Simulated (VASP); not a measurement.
Write the native input for VASP 6.6.1 that does the following.

* Task: single point
* Functional: PBEsol
* Potentials or basis: VASP PAW PBE potentials, release 64 (Pb_d, S)
* Cutoff: 520 eV
* k mesh: 8 × 8 × 8
* Occupations: fermi-dirac, width 0.06 eV
* Spin: no spin polarisation
* Dipole correction: no
* Further INCAR settings: ALGO = Normal; EDIFF = 1e-06; NBANDS = 17

The structure of PbS lies in POSCAR:

```
PbS
1.0
    0.0000000000      3.0607105000      3.0607105000
    3.0607105000      0.0000000000      3.0607105000
    3.0607105000      3.0607105000      0.0000000000
Pb S
1 1
Direct
    0.0000000000      0.0000000000      0.0000000000
    0.5000000000      0.5000000000      0.5000000000
```

The input as run:

INCAR

```
SYSTEM = PbS
  PREC = Accurate
  ENCUT = 520
  EDIFF = 1E-6
  ISMEAR = -1
  SIGMA = 0.06
  LREAL = .False.
  LASPH = .True.
  NELM = 80
  ALGO = Normal
  ISIF = 2
  LWAVE = .False.
  LCHARG = .False.
  GGA = PS
  NBANDS = 17
```

KPOINTS

```
regular mesh
0
Gamma
  8 8 8
  0 0 0
```

Potentials or basis: VASP PAW PBE potentials, release 64 (Pb_d, S).

Command:

```sh
$ cat potpaw_PBE.64/Pb_d/POTCAR potpaw_PBE.64/S/POTCAR > POTCAR
$ mpirun -np 1 vasp_std > vasp.out
```

Results of the run:

```json
{
  "Pressure": "-5.2 GPa",
  "Band gap on the k mesh": "0.56 eV, direct"
}
```

Caveat: the PAW data sets were made with another functional, which shifts forces and pressure a little; spin-orbit coupling is left out, which moves the levels of the heavy elements.

Run time: 15 s on 1 thread of Intel(R) Xeon(R) Platinum 8488C (Sapphire Rapids) (shared host), peak memory 0.18 GiB.
